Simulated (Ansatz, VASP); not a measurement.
# Ti: VASP beside Ansatz

```
Ti
1.0
     2.86428    0.00000    0.00000
    -1.43214    2.48054    0.00000
     0.00000    0.00000   25.07560
Ti
5
Direct
  0.00000 0.00000 0.32318
  0.33333 0.66667 0.40772
  0.00000 0.00000 0.50000
  0.33333 0.66667 0.59228
  0.00000 0.00000 0.67682
```

Alike in both runs: functional LDA; k mesh 16 × 16 × 1; occupations fermi-dirac, width 0.1 eV; no spin polarisation.

Ansatz relaxed the structure, and its values are those at the end. VASP's run is a single point on that final structure, the one shown.

|  | VASP | Ansatz |
| --- | --- | --- |
| version | VASP 6.6.1 | Ansatz 0.2.0 |
| potentials or method | VASP PAW LDA potentials, release 64 (Ti_sv), cutoff 520 eV | all-electron LAPW, scalar-relativistic |

|  | VASP | Ansatz | Ansatz less VASP |
| --- | --- | --- | --- |
| rms of the force components (eV/Å) | 0.004 | 0.003 | -0.0009 |

LDA's correlation is that of Perdew and Zunger in VASP and of Perdew and Wang (1992) in Ansatz. Ansatz ran all-electron here, and VASP with PAW potentials.
